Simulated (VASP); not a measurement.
BaTiO3, 5 atoms in the cell. The structure is cubic, space group Pm-3m (No. 221). Conventional cell: a = 3.994 Å, b = 3.994 Å, c = 3.994 Å, α = 90.00°, β = 90.00°, γ = 90.00°. Within 3.7 Å of Ba (site symmetry m-3m) lie 12 O at 2.82 Å and 8 Ti at 3.46 Å. Ti (site symmetry m-3m) has 6 O at 2.00 Å within 2.6 Å. Within 2.6 Å of O (site symmetry 4/mmm) lie 2 Ti at 2.00 Å.  This cell differs from its parent crystal: volume scaled by 0.99.

- Program: VASP 6.6.1
- Task: electric field gradients
- Functional: LDA
- Potentials or basis: VASP PAW LDA potentials, release 64 (Ba_sv, Ti_sv, O)
- Cutoff: 520 eV
- k mesh: 8 × 8 × 8
- Occupations: fermi-dirac, width 0.05 eV
- Spin: no spin polarisation
- Dipole correction: no
- Further INCAR settings: ALGO = Normal; EDIFF = 1e-08; NBANDS = 28

Potentials or basis: VASP PAW LDA potentials, release 64 (Ba_sv, Ti_sv, O).

Run with:

```sh
$ cat potpaw_LDA.64/Ba_sv/POTCAR potpaw_LDA.64/Ti_sv/POTCAR potpaw_LDA.64/O/POTCAR > POTCAR
$ mpirun -np 1 vasp_std > vasp.out
```

Hardware: 1 thread of Intel Xeon 6975P-C, with other jobs on the host.

Problem. Estimate the wall time of this run.

Solution. Wall time 51 s on 1 thread of Intel Xeon 6975P-C, with other jobs on the host, peak memory 0.19 GiB. Counts: scf iterations 17, k points 35.
